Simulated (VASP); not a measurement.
# Zn4Se3S (Cm) in VASP: single point with PBEsol

Aim: the single point of Zn4Se3S with PBEsol.

Program: VASP 6.6.1. These are calculated values, not measurements. Logs are shortened: lines on timing, memory, paths and dates and some standing lists are left out, and cuts for length are marked.

## Step 1: The cell of the first run

Symmetry: Cm, No. 8, monoclinic system. Conventional cell: a = 13.130 Å, b = 3.968 Å, c = 6.811 Å, α = 90.00°, β = 100.73°, γ = 90.00°. Within 3.1 Å of Zn (site symmetry m) lie 1 S at 2.33 Å and 3 Se at 2.44 Å. Within 3.1 Å of Zn (site symmetry m) lie 2 S at 2.37 Å and 2 Se at 2.45 to 2.46 Å. Zn (site symmetry m) has 4 Se at 2.43 to 2.44 Å within 3.2 Å. Within 3.1 Å of Zn (site symmetry m) lie 1 S at 2.35 Å and 3 Se at 2.45 Å. S (site symmetry m) has 4 Zn at 2.33 to 2.37 Å within 3.1 Å. Within 3.2 Å of Se (site symmetry m) lie 4 Zn at 2.43 to 2.45 Å. Se (site symmetry m) has 4 Zn at 2.44 to 2.46 Å within 3.2 Å. Se (site symmetry m) has 4 Zn at 2.43 to 2.45 Å within 3.2 Å.

## Step 2: Single point, PBEsol (strained cell)

File INCAR:

```
SYSTEM = Zn4Se3S
  PREC = Accurate
  ENCUT = 520
  EDIFF = 1E-7
  ISMEAR = 0
  SIGMA = 0.02
  LREAL = .FALSE.
  LASPH = .TRUE.
  NELM = 80
  ALGO = Normal
  ISIF = 2
  LWAVE = .FALSE.
  LCHARG = .FALSE.
  GGA = PS
  NBANDS = 46
```

File KPOINTS:

```
regular mesh
0
G
  8 8 4
  0 0 0
```

File POSCAR:

```
Zn4Se3S
1.0
   -2.8060996083      2.8060996083      0.0000000000
   -2.8068721833     -5.6129717916      2.7663484956
    2.8071867991      2.8071867991      5.5343887712
Zn S Se
4 1 3
Direct
    0.0075614701      0.0151229402      0.0019456731
    0.7461098890      0.4922197779      0.2386128358
    0.4981483752     -0.0037032495      0.4997929540
    0.2482532482      0.4965064964      0.7599039094
    0.1883592442      0.3767184883      0.0635385505
    0.9357812143      0.8715624286      0.3079292791
    0.6873785330      0.3747570660      0.5618523915
    0.4384080261      0.8768160521      0.8164244065
```

Potentials or basis: VASP PAW PBE potentials, release 64 (Zn, S, Se).

The run is started by

```sh
> cat potpaw_PBE.64/Zn/POTCAR potpaw_PBE.64/S/POTCAR potpaw_PBE.64/Se/POTCAR > POTCAR
> mpirun -np 1 vasp_std > vasp.out
```

OUTCAR:

```text
SYSTEM = Zn4Se3S
   PREC = Accurate
   ENCUT = 520
   EDIFF = 1E-7
   ISMEAR = 0
   LREAL = .FALSE.
   LASPH = .TRUE.
   NELM = 80
   ISIF = 2
   GGA = PS

 ion  position               nearest neighbor table
   1  0.008  0.015  0.002-   5 2.33   8 2.44   8 2.44   6 2.44
   2  0.746  0.492  0.239-   5 2.37   5 2.37   6 2.45   7 2.46
   3  0.498  0.996  0.500-   8 2.43   6 2.43   6 2.43   7 2.44
   4  0.248  0.497  0.760-   5 2.35   7 2.45   7 2.45   8 2.45
   5  0.188  0.377  0.064-   1 2.33   4 2.35   2 2.37   2 2.37
   6  0.936  0.872  0.308-   3 2.43   3 2.43   1 2.44   2 2.45
   7  0.687  0.375  0.562-   3 2.44   4 2.45   4 2.45   2 2.46
   8  0.438  0.877  0.816-   3 2.43   1 2.44   1 2.44   4 2.45

  LATTYP: Found a base centered monoclinic cell.
 ALAT       =    13.1300525939
 B/A-ratio  =     0.3022397736
 C/A-ratio  =     0.5187355066
 COS(beta)  =    -0.1862039516

  Lattice vectors:

 A1 = (  -5.6129717916,  -2.8068721833,   2.7663484956)
 A2 = (  -2.8068721833,  -5.6129717916,   2.7663484956)
 A3 = (   2.8071867991,   2.8071867991,   5.5343887712)

Analysis of symmetry for initial positions (statically):
=====================================================================
 Subroutine PRICEL returns:
 Original cell was already a primitive cell.

 Routine SETGRP: Setting up the symmetry group for a
 base centered monoclinic supercell.

 Subroutine GETGRP returns: Found  2 space group operations
 (whereof  2 operations were pure point group operations)
 out of a pool of  4 trial point group operations.

The static configuration has the point symmetry C_1h.

Analysis of symmetry for dynamics (positions and initial velocities):
=====================================================================
 Subroutine PRICEL returns:
 Original cell was already a primitive cell.

 Routine SETGRP: Setting up the symmetry group for a
 base centered monoclinic supercell.

 Subroutine GETGRP returns: Found  2 space group operations
 (whereof  2 operations were pure point group operations)
 out of a pool of  4 trial point group operations.

The dynamic configuration has the point symmetry C_1h.

 Subroutine INISYM returns: Found  2 space group operations
 (whereof  2 operations are pure point group operations),
 and found     1 'primitive' translations

----------------------------------------------------------------------------------------

                                     Primitive cell

  volume of cell :     174.3430

  direct lattice vectors                    reciprocal lattice vectors
    -2.806099608  2.806099608  0.000000000    -0.222722045  0.133644492  0.045182466
[... 108 lines left out ...]
   PSTRESS=    0.0 pullay stress
   NELECT =      72.0000    total number of electrons
   NUPDOWN=      -1.0000    fix difference up-down
   EMIN   =  10.00;   EMAX   =-10.00  energy-range for DOS
   EFERMI =   0.00;   METHOD = LEGACY
   ISMEAR =     0;   SIGMA  =   0.02  broadening in eV -4-tet -1-fermi 0-gaus
   EFERMI_NEDOS =   21; number of points for ismear=-14 and -15
   IALGO  =     38    algorithm
   IMIX   =      4    mixing-type and parameters
     AMIX     =   0.40;   BMIX     =  1.00
     AMIX_MAG =   1.60;   BMIX_MAG =  1.00
  volume/ion in A,a.u.               =      21.79       147.07
  Fermi-wavevector in a.u.,A,eV,Ry     =   1.219132  2.303826 20.222116  1.486284
  Thomas-Fermi vector in A             =   2.354395
   LORBIT       =      0    0 simple, 1 ext, 2 COOP (PROOUT), +10 PAW based schemes
   GGA     = PS    functional components
   LHFCALC =     F    Hartree Fock is set to
   AEXX    =    0.0000 exact exchange contribution
   IVDW    =     0    specifies the selected vdW correction
   LEPSILON=     F    determine dielectric tensor
   LRPA    =     F    only Hartree local field effects (RPA)
 non-spin polarized calculation
 Gauss-broadening in eV      SIGMA  =   0.02
  energy-cutoff  :      520.00
  volume of cell :      174.34
 maximum number of plane-waves:      4725
 NGX is ok and might be reduce to    30
   NGX = 15   NGY = 25   NGZ = 25

 number of electron      72.0000019 magnetization

 Free energy of the ion-electron system (eV)
  ---------------------------------------------------
  ext. energy  EPLUGINS =         0.00000000
  ---------------------------------------------------
  free energy    TOTEN  =       -27.85328954 eV

  energy without entropy =      -27.85328954  energy(sigma->0) =      -27.85328954

 E-fermi :   1.8317     XC(G=0):  -9.6450

 val. band max:        1.7451057146   @ k =   0.0000   0.0000   0.0000
 cond. band min:       3.0552062581   @ k =   0.0000   0.0000   0.0000
 fundamental gap:      1.3101005435
 Fermi energy:         1.8316986916

 k-point     1 :       0.0000    0.0000    0.0000
  band No.  band energies     occupation
      1     -11.6243      2.00000
      2     -10.7794      2.00000
      3     -10.6518      2.00000
      4     -10.6113      2.00000
      5      -4.9043      2.00000
      6      -4.8984      2.00000
[... 1165 lines left out ...]
     45       8.2356      0.00000
     46       8.2872      0.00000

 [... further k-points ...]

------------------------ aborting loop because EDIFF is reached ----------------------------------------

  FORCE on cell =-STRESS in cart. coord.  units (eV):
  Direction    XX          YY          ZZ          XY          YZ          ZX
  --------------------------------------------------------------------------------------
  -------------------------------------------------------------------------------------
  Total       -0.8097541     -0.8097541     -0.2524094     -0.0018910      0.0004156      0.0004156
  in kB       -7.4414792     -7.4414792     -2.3195920     -0.0173781      0.0038188      0.0038189
  external PRESSURE =      -5.7341834 kB  Pullay stress =       0.0000000 kB

 VOLUME and BASIS-vectors are now :
 -----------------------------------------------------------------------------
  energy-cutoff  :      520.00
  volume of cell :      174.34
      direct lattice vectors                 reciprocal lattice vectors
    -2.806099608  2.806099608  0.000000000    -0.222722045  0.133644492  0.045182466
    -2.806872183 -5.612971792  2.766348496    -0.089077554 -0.089077554  0.090364932
     2.807186799  2.807186799  5.534388771     0.044525162  0.044525162  0.135519772

 POSITION                                       TOTAL-FORCE (eV/Angst)
 -----------------------------------------------------------------------------------
     -0.05820     -0.05820      0.05260        -0.001791     -0.001791      0.000459
     -2.80543      0.00067      2.68223         0.000162      0.000162     -0.000411
     -2.79132     -2.79132      5.52215        -0.000183     -0.000183      0.000020
      0.04294      0.04294      5.57911         0.001586      0.001586      0.002858
     -1.40759     -1.40759      1.39378        -0.000035     -0.000035      0.000561
     -4.20784     -1.40175      4.11525         0.000219      0.000219     -0.002483
     -1.40352      1.40258      4.14622        -0.001555     -0.001555     -0.000489
     -1.39947     -1.39947      6.94399         0.001597      0.001597     -0.000515
 -----------------------------------------------------------------------------------
    total drift:                                0.000757      0.000015      0.000485

  FREE ENERGIE OF THE ION-ELECTRON SYSTEM (eV)
  ---------------------------------------------------
  free  energy   TOTEN  =       -27.8532895446 eV

  energy  without entropy=      -27.8532895446  energy(sigma->0) =      -27.85328954
```

Run time: 19 min. Hardware: 1 thread of AMD EPYC 7R43 (Zen 3), shared host; peak memory 0.58 GiB.

What came out:

* Free energy: -27.8533 eV
* Pressure: -0.6 GPa
* Largest force: 0.004 eV/Å
* Band gap on the k mesh: 1.31 eV

Forces on the atoms (eV/Å):
```
Zn  -0.002 -0.002  0.000
Zn   0.000  0.000  0.000
Zn   0.000  0.000  0.000
Zn   0.002  0.002  0.003
S    0.000  0.000  0.001
Se   0.000  0.000 -0.002
Se  -0.002 -0.002  0.000
Se   0.002  0.002 -0.001
```

Caveat: the cell differs from its parent crystal (strained cell); the PAW data sets were made with another functional, which shifts forces and pressure a little. A k mesh can miss the band edges.
